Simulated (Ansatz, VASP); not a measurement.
**Two plane-wave programs on Ba**

```
Ba
1.0
    -2.52500    2.50000    2.50000
     2.52500   -2.50000    2.50000
     2.52500    2.50000   -2.50000
Ba
1
Direct
  0.00000 0.00000 0.00000
```

Change from the starting cell: strain +0.0100 x Voigt [1, 0, 0, 0, 0, 0], atoms carried along.

Alike in both runs: task single point; functional PBEsol; k mesh 14 × 14 × 14; occupations gaussian, width 0.15 eV; no spin polarisation.

|  | VASP | Ansatz |
| --- | --- | --- |
| version | VASP 6.6.1 | Ansatz 0.2.0 |
| potentials or method | VASP PAW PBE potentials, release 64 (Ba_sv), cutoff 520 eV | scalar-relativistic, plane waves, PAW |
| valence electrons in the cell | 10 | 10 |

```csv
,VASP,Ansatz,Ansatz less VASP
gap on the k mesh at the Fermi level (eV),none,none,-
pressure (GPa),-0.6,-0.7,-0.06
```

VASP's potentials were made for PBE, not for PBEsol. A gap of «none» marks a metal or a gap that the smearing closes.

Spin-orbit coupling is off throughout.
